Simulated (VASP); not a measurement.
A run of VASP 6.6.1 is set up as follows.

The input INCAR:

```
SYSTEM = C
ALGO = Normal ; EDIFF = 1E-6
ENCUT = 520 ; GGA = PS
ISIF = 2 ; ISMEAR = 1
LASPH = .True. ; LCHARG = .False.
LREAL = .False. ; LWAVE = .False.
NBANDS = 11 ; NELM = 100
PREC = Accurate ; SIGMA = 0.0725
```

File KPOINTS:

```
k-points
0
Gamma
  12 12 7
  0 0 0
```

POSCAR

```
C
1.0
    2.1273200000     -1.2282820000      0.0000000000
    2.1273200000      1.2282820000      0.0000000000
   -1.3790700000      0.0000000000      3.5028300000
C
2
Direct
    0.8333560000      0.8333560000      0.0000930000
    0.1666440000      0.1666440000      0.9999070000
```

Potentials or basis: VASP PAW PBE potentials, release 64 (C).

Run with:

```sh
$ cat potpaw_PBE.64/C/POTCAR > POTCAR
$ mpirun -np 1 vasp_std > vasp.out
```

(1) Estimate the pressure.

(2) Predict the band gap on the k mesh.

Answers

(1) 1.5 GPa.

(2) 0.48 eV, indirect (least direct gap 0.50 eV).

Caveat: the PAW data sets were made with another functional, which shifts forces and pressure a little; this functional lacks dispersion, which binds the layers, so the pressure and a relaxed spacing across them are unreliable.
